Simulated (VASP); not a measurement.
# P in VASP: a series of runs

Runs on P. Level: PBEsol. Tasks: single point.

Program: VASP 6.6.1. These are calculated values, not measurements. Logs are shortened: lines on timing, memory, paths and dates and some standing lists are left out, and cuts for length are marked.

## (1) The cell of the first run

Symmetry: Imma, No. 74, orthorhombic system. The conventional cell has a = 3.351 Å, b = 4.682 Å, c = 3.343 Å, α = 90.00°, β = 90.00°, γ = 90.00°. Within 3.1 Å of P (site symmetry mm2) lie 6 P at 2.33 to 2.40 Å.

## (2) Single point, PBEsol

Contents of INCAR:

```
SYSTEM = P
PREC = Accurate ; ENCUT = 520
EDIFF = 1E-6 ; ISMEAR = 0
SIGMA = 0.1 ; LREAL = .FALSE.
LASPH = .TRUE. ; NELM = 60
ALGO = Normal ; ISIF = 2
LWAVE = .FALSE. ; LCHARG = .FALSE.
GGA = PS ; NBANDS = 18
```

Contents of KPOINTS:

```
Automatic mesh
0
G
  12 10 12
  0 0 0
```

Contents of POSCAR:

```
P
1.0
    3.3513470648      0.0000000000      0.0000000000
    0.0000000000      4.6820546117      0.0000000000
    0.0000000000      0.0000000000      3.3428107787
P
4
Direct
    0.0000000000      0.7500000000      0.5079086892
    0.0000000000      0.2500000000      0.4920913108
    0.5000000000      0.2500000000      0.0079086892
    0.5000000000      0.7500000000      0.9920913108
```

Potentials or basis: VASP PAW PBE potentials, release 64 (P).

On the command line:

```bash
> cat potpaw_PBE.64/P/POTCAR > POTCAR
> mpirun -np 1 vasp_std > vasp.out
```

OUTCAR:

```text
SYSTEM = P
   PREC = Accurate
   ENCUT = 520
   EDIFF = 1E-6
   ISMEAR = 0
   LREAL = .FALSE.
   LASPH = .TRUE.
   NELM = 60
   ISIF = 2
   GGA = PS

 ion  position               nearest neighbor table
   1  0.000  0.750  0.508-   4 2.33   4 2.33   2 2.34   2 2.34   4 2.40   4 2.40
   2  0.000  0.250  0.492-   3 2.33   3 2.33   1 2.34   1 2.34   3 2.40   3 2.40
   3  0.500  0.250  0.008-   2 2.33   2 2.33   4 2.34   4 2.34   2 2.40   2 2.40
   4  0.500  0.750  0.992-   1 2.33   1 2.33   3 2.34   3 2.34   1 2.40   1 2.40

  LATTYP: Found a simple orthorhombic cell.
 ALAT       =     3.3428107787
 B/A-ratio  =     1.0025536253
 C/A-ratio  =     1.4006340537

  Lattice vectors:

 A1 = (   0.0000000000,   0.0000000000,   3.3428107787)
 A2 = (   3.3513470648,   0.0000000000,   0.0000000000)
 A3 = (   0.0000000000,   4.6820546117,   0.0000000000)

Analysis of symmetry for initial positions (statically):
=====================================================================
 Subroutine PRICEL returns following result:

  LATTYP: Found a body centered orthorhombic cell.
 ALAT       =     3.3428107787
 B/A-ratio  =     1.0025536253
 C/A-ratio  =     1.4006340537

  Lattice vectors:

 A1 = (   1.6756735324,   2.3410273058,  -1.6714053894)
 A2 = (  -1.6756735324,   2.3410273059,   1.6714053894)
 A3 = (   1.6756735324,  -2.3410273059,   1.6714053893)

   2 primitive cells build up your supercell.

 Routine SETGRP: Setting up the symmetry group for a
 simple orthorhombic supercell.

 Subroutine GETGRP returns: Found  8 space group operations
 (whereof  4 operations were pure point group operations)
 out of a pool of  8 trial point group operations.

The static configuration has the point symmetry C_2h.
 The point group associated with its full space group is D_2h.

Analysis of symmetry for dynamics (positions and initial velocities):
=====================================================================
 Subroutine PRICEL returns following result:

  LATTYP: Found a body centered orthorhombic cell.
 ALAT       =     3.3428107787
 B/A-ratio  =     1.0025536253
 C/A-ratio  =     1.4006340537

  Lattice vectors:

 A1 = (   1.6756735324,   2.3410273058,  -1.6714053894)
 A2 = (  -1.6756735324,   2.3410273059,   1.6714053894)
 A3 = (   1.6756735324,  -2.3410273059,   1.6714053893)
[... 102 lines left out ...]
   PREC   = accura    normal or accurate (medium, high low for compatibility)
   ISTART =      0    job   : 0-new  1-cont  2-samecut
   ICHARG =      2    charge: 1-file 2-atom 10-const
   ISPIN  =      1    spin polarized calculation?
   LNONCOLLINEAR =      F non collinear calculations
   LSORBIT =      F    spin-orbit coupling
   LASPH  =      T    aspherical Exc in radial PAW
   ENCUT  =  520.0 eV  38.22 Ry    6.18 a.u.   6.23  8.71  6.22*2*pi/ulx,y,z
   NELM   =     60;   NELMIN=  2; NELMDL= -5     # of ELM steps
   EDIFF  = 0.1E-05   stopping-criterion for ELM
   LREAL  =      F    real-space projection
   EDIFFG = 0.1E-04   stopping-criterion for IOM
   NSW    =      0    number of steps for IOM
   IBRION =     -1    ionic relax: 0-MD 1-quasi-New 2-CG
   NFREE  =      0    steps in history (QN), initial steepest desc. (CG)
   ISIF   =      2    stress and relaxation
   ISYM   =      2    0-nonsym 1-usesym 2-fastsym
   POTIM  = 0.5000    time-step for ionic-motion
   TEBEG  =    0.0;   TEEND  =   0.0 temperature during run
   PSTRESS=    0.0 pullay stress
   NELECT =      20.0000    total number of electrons
   NUPDOWN=      -1.0000    fix difference up-down
   EMIN   =  10.00;   EMAX   =-10.00  energy-range for DOS
   EFERMI =   0.00;   METHOD = LEGACY
   ISMEAR =     0;   SIGMA  =   0.10  broadening in eV -4-tet -1-fermi 0-gaus
   EFERMI_NEDOS =   21; number of points for ismear=-14 and -15
   IALGO  =     38    algorithm
   IMIX   =      4    mixing-type and parameters
     AMIX     =   0.40;   BMIX     =  1.00
     AMIX_MAG =   1.60;   BMIX_MAG =  1.00
  volume/ion in A,a.u.               =      13.11        88.49
  Fermi-wavevector in a.u.,A,eV,Ry     =   1.187123  2.243337 19.174150  1.409260
  Thomas-Fermi vector in A             =   2.323281
   LORBIT       =      0    0 simple, 1 ext, 2 COOP (PROOUT), +10 PAW based schemes
   GGA     = PS    functional components
   LHFCALC =     F    Hartree Fock is set to
   AEXX    =    0.0000 exact exchange contribution
   IVDW    =     0    specifies the selected vdW correction
   LEPSILON=     F    determine dielectric tensor
   LRPA    =     F    only Hartree local field effects (RPA)
 non-spin polarized calculation
 Gauss-broadening in eV      SIGMA  =   0.10
  energy-cutoff  :      520.00
  volume of cell :       52.45
 maximum number of plane-waves:      1441
 NGX is ok and might be reduce to    28
   NGX = 13   NGY = 17   NGZ = 13

 number of electron      20.0000002 magnetization

 Free energy of the ion-electron system (eV)
  ---------------------------------------------------
  ext. energy  EPLUGINS =         0.00000000
  ---------------------------------------------------
  free energy    TOTEN  =       -22.93806552 eV

  energy without entropy =      -22.93288892  energy(sigma->0) =      -22.93547722

 E-fermi :  11.2522     XC(G=0): -11.8333

 val. band max:       11.2354547732   @ k =   0.0833   0.1000   0.5000
 cond. band min:      11.2583476961   @ k =   0.1667   0.5000   0.4167
 fundamental gap:      0.0228929229
 Fermi energy:        11.2522466466

 k-point     1 :       0.0000    0.0000    0.0000
  band No.  band energies     occupation
      1      -6.4836      2.00000
      2      -1.4271      2.00000
      3       1.4831      2.00000
      4       3.6383      2.00000
      5       5.2618      2.00000
      6       5.3406      2.00000
[... 481 lines left out ...]
      5       4.8662      2.00000
      6       6.1770      2.00000
[... 10 lines left out ...]
     17      17.6967      0.00000
     18      18.0616      0.00000

 [... further k-points ...]
[... 5 lines left out ...]
  --------------------------------------------------------------------------------------
  -------------------------------------------------------------------------------------
  Total        3.9680444      3.9595762      3.9625402      0.0000000      0.0000000      0.0000000
  in kB      121.2046901    120.9460281    121.0365636      0.0000000      0.0000000      0.0000000
  external PRESSURE =     121.0624273 kB  Pullay stress =       0.0000000 kB

 VOLUME and BASIS-vectors are now :
 -----------------------------------------------------------------------------
  energy-cutoff  :      520.00
  volume of cell :       52.45
      direct lattice vectors                 reciprocal lattice vectors
     3.351347065  0.000000000  0.000000000     0.298387478  0.000000000  0.000000000
     0.000000000  4.682054612  0.000000000     0.000000000  0.213581447  0.000000000
     0.000000000  0.000000000  3.342810779     0.000000000  0.000000000  0.299149448

 POSITION                                       TOTAL-FORCE (eV/Angst)
 -----------------------------------------------------------------------------------
      0.00000      3.51154      1.69784        -0.000000      0.000000      0.008163
      0.00000      1.17051      1.64497         0.000000     -0.000000     -0.008163
      1.67567      1.17051      0.02644        -0.000000     -0.000000      0.008163
      1.67567      3.51154      3.31637         0.000000      0.000000     -0.008163
 -----------------------------------------------------------------------------------
    total drift:                               -0.000000      0.000000     -0.000000

  FREE ENERGIE OF THE ION-ELECTRON SYSTEM (eV)
  ---------------------------------------------------
  free  energy   TOTEN  =       -22.9380655178 eV

  energy  without entropy=      -22.9328889183  energy(sigma->0) =      -22.93547722
```

OSZICAR:

```text
N       E                     dE             d eps       ncg     rms          rms(c)
DAV:   1     0.551042553351E+02    0.55104E+02   -0.90283E+03 10584   0.994E+02
DAV:   2    -0.199185685309E+02   -0.75023E+02   -0.71965E+02 14152   0.165E+02
DAV:   3    -0.229859905434E+02   -0.30674E+01   -0.30312E+01 13804   0.314E+01
DAV:   4    -0.230074270479E+02   -0.21437E-01   -0.21415E-01 14004   0.319E+00
DAV:   5    -0.230075941352E+02   -0.16709E-03   -0.16706E-03 13676   0.266E-01    0.110E+01
DAV:   6    -0.229628015653E+02    0.44793E-01   -0.59295E-03 13724   0.470E-01    0.651E+00
DAV:   7    -0.229379869043E+02    0.24815E-01   -0.12132E-02 12328   0.722E-01    0.151E-01
DAV:   8    -0.229380476106E+02   -0.60706E-04   -0.50440E-04 13470   0.148E-01    0.643E-02
DAV:   9    -0.229380637218E+02   -0.16111E-04   -0.37351E-05 13298   0.389E-02    0.306E-02
DAV:  10    -0.229380653831E+02   -0.16613E-05   -0.17278E-06 10558   0.898E-03    0.351E-03
DAV:  11    -0.229380655178E+02   -0.13470E-06   -0.51374E-07  6802   0.439E-03
   1 F= -.22938066E+02 E0= -.22935477E+02  d E =-.517660E-02
```

It took 4.7 min on 1 thread of Oxide Virtual Turin-like, shared host; peak memory 0.27 GiB.

What came out:

```yaml
Free_energy: -22.9381 eV
Pressure: 12.1 GPa
Largest_force: 0.008 eV/Å
Band_gap_on_the_k_mesh: zero (band 10 reaches 12.40 eV, above the bottom of band 11 at 9.85 eV)
```

Forces in eV/Å, atoms in the order of the input:
```
P    0.000  0.000  0.008
P    0.000  0.000 -0.008
P    0.000  0.000  0.008
P    0.000  0.000 -0.008
```

Caveat: the PAW data sets were made with another functional, which shifts forces and pressure a little.

## (3) Single point, PBEsol

This run uses another cell than the first one, of 10.06 Å³/atom, 0.767 times its volume.

Contents of INCAR:

```
PREC = Accurate ; ENCUT = 520
EDIFF = 1E-6 ; ISMEAR = 0
SIGMA = 0.1 ; LREAL = F
LASPH = T ; NELM = 60
ALGO = Normal ; ISIF = 2
LWAVE = F ; LCHARG = F
GGA = PS ; NBANDS = 18
```

Contents of KPOINTS:

```
regular mesh
0
Gamma
  14 10 14
```

Contents of POSCAR:

```
P
1.0
    3.0549738373      0.0000000000      0.0000000000
    0.0000000000      4.3098662623      0.0000000000
    0.0000000000      0.0000000000      3.0548687905
P
4
Direct
    0.0000000000      0.7500000000      0.5000106860
    0.0000000000      0.2500000000      0.4999893140
    0.5000000000      0.2500000000      0.0000106860
    0.5000000000      0.7500000000      0.9999893140
```

Potentials or basis: VASP PAW PBE potentials, release 64 (P).

On the command line:

```bash
> cat potpaw_PBE.64/P/POTCAR > POTCAR
> mpirun -np 1 vasp_std > vasp.out
```

It took 3.5 min on 1 thread of Oxide Virtual Turin-like, shared host; peak memory 0.26 GiB.

Results (log left out):

| Quantity | Value |
| --- | --- |
| Free energy | -19.6211 eV |
| Pressure | 90.0 GPa |
| Band gap on the k mesh | zero (band 10 reaches 17.28 eV, above the bottom of band 11 at 13.51 eV) |

Levels at points of the mesh, in eV from the Fermi level:
```tsv
k point	band 8	band 9	band 10	band 11	band 12	band 13
(0.00, 0.00, 0.00)	-2.31	-2.31	-1.62	3.32	3.32	3.36
(0.50, 0.00, 0.00)	-3.63	-1.17	-1.17	0.98	0.98	6.93
(0.00, 0.50, 0.00)	-5.24	-4.18	-4.18	0.14	0.14	7.79
(0.50, 0.50, 0.00)	-2.03	-2.00	-2.00	-2.00	-2.00	3.04
(0.00, 0.00, 0.50)	-3.63	-1.17	-1.17	0.98	0.98	6.93
(0.50, 0.00, 0.50)	-7.08	-6.80	-6.80	-1.62	-1.62	9.90
(0.00, 0.50, 0.50)	-2.03	-2.00	-2.00	-2.00	-2.00	3.04
(0.50, 0.50, 0.50)	-10.48	1.35	1.35	1.35	1.35	5.52
```

Caveat: the PAW data sets were made with another functional, which shifts forces and pressure a little.
